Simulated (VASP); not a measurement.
# InW8C8 in VASP: notebook

Runs on InW8C8. Level: PBE. Tasks: single point.

Program: VASP 6.6.1. These are calculated values, not measurements. Logs are shortened: lines on timing, memory, paths and dates and some standing lists are left out, and cuts for length are marked.

**1. The cell of the first run**

The cell holds a slab with vacuum, 17 atoms: a = 5.801 Å, b = 5.801 Å, c = 15.247 Å, α = 90.00°, β = 90.00°, γ = 120.00°.

**2. Single point, PBE**

Contents of INCAR:

```
PREC = Accurate ; ENCUT = 520
EDIFF = 1E-6 ; ISMEAR = 0
SIGMA = 0.05 ; LREAL = Auto
LASPH = True ; NELM = 60
ALGO = Normal ; ISIF = 2
LWAVE = False ; LCHARG = False
GGA = PE ; NBANDS = 92
```

Contents of KPOINTS:

```
Automatic mesh
0
Gamma
  3 3 1
```

Contents of POSCAR:

```
InW8C8
1.0
    5.8006000000      0.0000000000      0.0000000000
   -2.9003000000      5.0234670000      0.0000000000
    0.0000000000      0.0000000000     15.2466500000
W C In
8 8 1
Direct
    0.0000000000      0.0000000000      0.0655881784
   -0.0026736139      0.0021564788      0.2494484362
    0.0000000498      0.5000000995      0.0655881784
   -0.0026712129      0.5014144614      0.2548866144
    0.5000000000      0.0000000000      0.0655881784
    0.4978922709      0.0018025400      0.2549840129
    0.5000000498      0.5000000995      0.0655881784
    0.4967407777      0.5025975089      0.2556307779
    0.3340004516      0.1673716579      0.1521726412
    0.3223274472      0.1688027412      0.3296753713
    0.3335254455      0.6662995895      0.1518785438
    0.3245692791      0.6739594388      0.3281768126
    0.8326169004      0.1670115480      0.1517404151
    0.8300353111      0.1695934302      0.3301588874
    0.8323045372      0.6656896522      0.1521544733
    0.8305442903      0.6767714409      0.3297511912
    0.9826216935      1.0087871584      0.4500993333
```

Potentials or basis: VASP PAW PBE potentials, release 64 (W_sv, C, In_d).

Run with:

```console
cat potpaw_PBE.64/W_sv/POTCAR potpaw_PBE.64/C/POTCAR potpaw_PBE.64/In_d/POTCAR > POTCAR
mpirun -np 1 vasp_std > vasp.out
```

OUTCAR:

```text
PREC = Accurate
   ENCUT = 520
   EDIFF = 1E-6
   ISMEAR = 0
   LREAL = Auto
   LASPH = True
   NELM = 60
   ISIF = 2
   GGA = PE

 ion  position               nearest neighbor table
   1  0.000  0.000  0.066-  13 2.13   9 2.13  15 2.14   2 2.80   7 2.90   3 2.90   5 2.90   5 2.90
                             3 2.90   7 2.90
   2  0.997  0.002  0.249-  10 2.04  16 2.04  14 2.08  13 2.23  15 2.25   9 2.25   1 2.80   4 2.90
                             6 2.90   8 2.90   8 2.90   4 2.91   6 2.91  17 3.06
   3  0.000  0.500  0.066-  13 2.13  11 2.13  15 2.13   4 2.89   5 2.90   1 2.90   7 2.90   7 2.90
                             1 2.90   5 2.90
   4  0.997  0.501  0.255-  12 1.99  14 2.02  16 2.06  15 2.28  13 2.30  11 2.31   3 2.89   8 2.89
                             2 2.90   6 2.90   6 2.90   2 2.91   8 2.91
   5  0.500  0.000  0.066-  13 2.13  11 2.13   9 2.13   6 2.89   3 2.90   7 2.90   1 2.90   1 2.90
                             7 2.90   3 2.90
   6  0.498  0.002  0.255-  12 1.99  14 2.02  10 2.06   9 2.28  13 2.30  11 2.30   5 2.89   8 2.89
                             2 2.90   4 2.90   4 2.90   2 2.91   8 2.91
   7  0.500  0.500  0.066-  11 2.13  15 2.13   9 2.13   8 2.90   1 2.90   5 2.90   3 2.90   3 2.90
                             5 2.90   1 2.90
   8  0.497  0.503  0.256-  10 2.02  16 2.02  12 2.05  11 2.28   9 2.31  15 2.31   6 2.89   4 2.89
                             7 2.90   2 2.90   2 2.90   4 2.91   6 2.91
   9  0.334  0.167  0.152-   7 2.13   5 2.13   1 2.13   2 2.25   6 2.28   8 2.31
  10  0.322  0.169  0.330-   8 2.02   2 2.04   6 2.06  17 2.51
  11  0.334  0.666  0.152-   7 2.13   3 2.13   5 2.13   8 2.28   6 2.30   4 2.31
  12  0.325  0.674  0.328-   4 1.99   6 1.99   8 2.05
  13  0.833  0.167  0.152-   5 2.13   3 2.13   1 2.13   2 2.23   4 2.30   6 2.30
  14  0.830  0.170  0.330-   4 2.02   6 2.02   2 2.08  17 2.41
  15  0.832  0.666  0.152-   7 2.13   3 2.13   1 2.14   2 2.25   4 2.28   8 2.31
  16  0.831  0.677  0.330-   8 2.02   2 2.04   4 2.06  17 2.48
  17  0.983  0.009  0.450-  14 2.41  16 2.48  10 2.51   2 3.06

  LATTYP: Found a hexagonal cell.
 ALAT       =     5.8006000000
 C/A-ratio  =     2.6284608489

  Lattice vectors:

 A1 = (   5.8006000000,   0.0000000000,   0.0000000000)
 A2 = (  -2.9003000000,   5.0234670000,   0.0000000000)
 A3 = (   0.0000000000,   0.0000000000,  15.2466500000)

Analysis of symmetry for initial positions (statically):
=====================================================================
 Subroutine PRICEL returns:
 Original cell was already a primitive cell.

 Routine SETGRP: Setting up the symmetry group for a
 hexagonal supercell.

 Subroutine GETGRP returns: Found  1 space group operations
 (whereof  1 operations were pure point group operations)
 out of a pool of 24 trial point group operations.

[... 134 lines left out ...]
   PSTRESS=    0.0 pullay stress
   NELECT =     157.0000    total number of electrons
   NUPDOWN=      -1.0000    fix difference up-down
   EMIN   =  10.00;   EMAX   =-10.00  energy-range for DOS
   EFERMI =   0.00;   METHOD = LEGACY
   ISMEAR =     0;   SIGMA  =   0.05  broadening in eV -4-tet -1-fermi 0-gaus
   EFERMI_NEDOS =   21; number of points for ismear=-14 and -15
   IALGO  =     38    algorithm
   IMIX   =      4    mixing-type and parameters
     AMIX     =   0.40;   BMIX     =  1.00
     AMIX_MAG =   1.60;   BMIX_MAG =  1.00
  volume/ion in A,a.u.               =      26.13       176.36
  Fermi-wavevector in a.u.,A,eV,Ry     =   1.157420  2.187207 18.226659  1.339622
  Thomas-Fermi vector in A             =   2.294032
   LORBIT       =      0    0 simple, 1 ext, 2 COOP (PROOUT), +10 PAW based schemes
   GGA     = PE    functional components
   LHFCALC =     F    Hartree Fock is set to
   AEXX    =    0.0000 exact exchange contribution
   IVDW    =     0    specifies the selected vdW correction
   LEPSILON=     F    determine dielectric tensor
   LRPA    =     F    only Hartree local field effects (RPA)
 non-spin polarized calculation
 Gauss-broadening in eV      SIGMA  =   0.05
  energy-cutoff  :      520.00
  volume of cell :      444.27
 maximum number of plane-waves:     11985
 NGX is ok and might be reduce to    48
   NGX = 21   NGY = 21   NGZ = 57

 number of electron     156.9999999 magnetization

 Free energy of the ion-electron system (eV)
  ---------------------------------------------------
  ext. energy  EPLUGINS =         0.00000000
  ---------------------------------------------------
  free energy    TOTEN  =      -165.93231282 eV

  energy without entropy =     -165.92306953  energy(sigma->0) =     -165.92769118

 E-fermi :   1.8317     XC(G=0):  -7.1688

 val. band max:        1.7756137024   @ k =   0.3333  -0.0000   0.0000
 cond. band min:       1.8451017827   @ k =  -0.3333   0.3333   0.0000
 fundamental gap:      0.0694880803
 Fermi energy:         1.8317289287

 k-point     1 :       0.0000    0.0000    0.0000
  band No.  band energies     occupation
      1     -72.1955      2.00000
      2     -72.1451      2.00000
      3     -72.1332      2.00000
      4     -72.1252      2.00000
      5     -72.0827      2.00000
      6     -72.0783      2.00000
[... 454 lines left out ...]
     89       4.0728      0.00000
     90       4.3272      0.00000
 [bands above 90 left out]

------------------------ aborting loop because EDIFF is reached ----------------------------------------

  FORCE on cell =-STRESS in cart. coord.  units (eV):
  Direction    XX          YY          ZZ          XY          YZ          ZX
  --------------------------------------------------------------------------------------
  -------------------------------------------------------------------------------------
  Total        7.0804122      8.2404270      1.1576101      1.0463996     -0.3114891      0.7246804
  in kB       25.5339627     29.7173032      4.1746684      3.7736121     -1.1233176      2.6134020
  external PRESSURE =      19.8086447 kB  Pullay stress =       0.0000000 kB

 VOLUME and BASIS-vectors are now :
 -----------------------------------------------------------------------------
  energy-cutoff  :      520.00
  volume of cell :      444.27
      direct lattice vectors                 reciprocal lattice vectors
     5.800600000  0.000000000  0.000000000     0.172395959  0.099532853  0.000000000
    -2.900300000  5.023467000  0.000000000     0.000000000  0.199065705  0.000000000
     0.000000000  0.000000000 15.246650000     0.000000000  0.000000000  0.065588178

 POSITION                                       TOTAL-FORCE (eV/Angst)
 -----------------------------------------------------------------------------------
      0.00000      0.00000      1.00000        -0.021663      0.001934     -0.544630
      5.77884      0.01083      3.80325        -0.000964      0.003229     -0.031423
     -1.45015      2.51173      1.00000        -0.077400      0.043849      0.099911
      4.33085      2.51884      3.88617         0.008394     -0.006570     -0.031149
      2.90030      0.00000      1.00000        -0.082396      0.030221      0.103953
      2.88285      0.00906      3.88765         0.013037     -0.004475     -0.036275
[... 9 lines left out ...]
      2.85482      3.39974      5.02760         0.023873     -0.009394      0.088857
      5.67431      0.04414      6.86251         0.010289     -0.013294      0.051473
 -----------------------------------------------------------------------------------
    total drift:                                0.002171     -0.013958      0.004926

  FREE ENERGIE OF THE ION-ELECTRON SYSTEM (eV)
  ---------------------------------------------------
  free  energy   TOTEN  =      -165.9323128224 eV

  energy  without entropy=     -165.9230695345  energy(sigma->0) =     -165.92769118
```

It took 5.8 min on 1 thread of Intel Xeon 6975P-C (Granite Rapids), shared host; peak memory 0.63 GiB.

What came out:

* Free energy: -165.9323 eV
* Largest force: 0.545 eV/Å

Forces in eV/Å, atoms in the order of the input:
```
W   -0.022  0.002 -0.545
W   -0.001  0.003 -0.031
W   -0.077  0.044  0.100
W    0.008 -0.007 -0.031
W   -0.082  0.030  0.104
W    0.013 -0.004 -0.036
W   -0.030  0.009  0.077
W    0.018 -0.009 -0.033
C    0.010 -0.003 -0.001
C    0.021 -0.009  0.088
C    0.004  0.003 -0.008
C    0.041 -0.021  0.086
C    0.009  0.002  0.007
C    0.040 -0.020  0.090
C    0.014  0.002 -0.006
C    0.024 -0.009  0.089
In   0.010 -0.013  0.051
```

Levels at points of the mesh, in eV from the Fermi level:
```csv
k point,band 75,band 76,band 77,band 78,band 79,band 80,band 81,band 82,band 83,band 84
"(0.00, 0.00, 0.00)",0.19,0.27,0.28,0.31,0.37,0.58,0.60,1.12,1.23,2.09
```

Caveat: the k points lie up to 0.42 Å⁻¹ apart; spin-orbit coupling is left out, which moves the levels of the heavy elements.

**3. Single point, PBE**

Contents of INCAR:

```
SYSTEM = InW8C8
  PREC = Accurate
  ENCUT = 520
  EDIFF = 1E-7
  ISMEAR = 0
  SIGMA = 0.05
  LREAL = Auto
  LASPH = .True.
  NELM = 100
  ALGO = Normal
  ISIF = 2
  LWAVE = .False.
  LCHARG = .False.
  GGA = PE
  NBANDS = 92
```

Contents of KPOINTS:

```
regular mesh
0
Gamma
  3 3 1
  0 0 0
```

Contents of POSCAR:

```
InW8C8
1.0
    5.8006000000      0.0000000000      0.0000000000
   -2.9003000000      5.0234670000      0.0000000000
    0.0000000000      0.0000000000     15.2466500000
W C In
8 8 1
Direct
    0.0000000000      0.0000000000      0.0655881784
   -0.0041418837     -0.0036683828      0.2512738208
    0.0000000498      0.5000000995      0.0655881784
   -0.0024302705      0.4974154304      0.2543234087
    0.5000000000      0.0000000000      0.0655881784
    0.4973413553     -0.0004857203      0.2542982885
    0.5000000498      0.5000000995      0.0655881784
    0.4952107200      0.4977482683      0.2544106410
    0.3336376803      0.1675587796      0.1520892130
    0.3225775655      0.1539580135      0.3306437808
    0.3327121318      0.6662565913      0.1522646614
    0.3276613166      0.6640748312      0.3285490255
    0.8326339480      0.1674783571      0.1519660384
    0.8241088015      0.1538552956      0.3306894301
    0.8326594361      0.6664118626      0.1520049978
    0.8272476416      0.6618948627      0.3269042708
    1.0730321519      1.1572865911      0.4516287184
```

Potentials or basis: VASP PAW PBE potentials, release 64 (W_sv, C, In_d).

Run with:

```console
cat potpaw_PBE.64/W_sv/POTCAR potpaw_PBE.64/C/POTCAR potpaw_PBE.64/In_d/POTCAR > POTCAR
mpirun -np 1 vasp_std > vasp.out
```

Wall time 5.4 min (1 thread of Intel Xeon 6975P-C (Granite Rapids), shared host); peak memory 0.63 GiB.

Results (log left out):

```yaml
Free_energy: -166.0247 eV
Largest_force: 0.317 eV/Å
```

Forces in eV/Å, atoms in the order of the input:
```
W   -0.035  0.012 -0.315
W    0.008 -0.010 -0.021
W   -0.024 -0.062 -0.003
W    0.011 -0.014 -0.032
W   -0.046  0.013  0.068
W    0.013 -0.006 -0.034
W   -0.069 -0.058 -0.002
W    0.012 -0.013 -0.035
C    0.005 -0.003  0.001
C    0.024 -0.022  0.097
C    0.000 -0.001 -0.009
C    0.031 -0.008  0.088
C    0.004  0.000  0.007
C    0.023 -0.024  0.082
C    0.004 -0.001  0.002
C    0.020 -0.016  0.076
In   0.018  0.212  0.031
```

Levels at points of the mesh, in eV from the Fermi level:
```
           k point  band 76  band 77  band 78  band 79  band 80  band 81  band 82  band 83
(0.00, 0.00, 0.00)     0.15     0.19     0.29     0.29     0.45     0.80     0.97     1.12
```

Caveat: the k points lie up to 0.42 Å⁻¹ apart; spin-orbit coupling is left out, which moves the levels of the heavy elements.
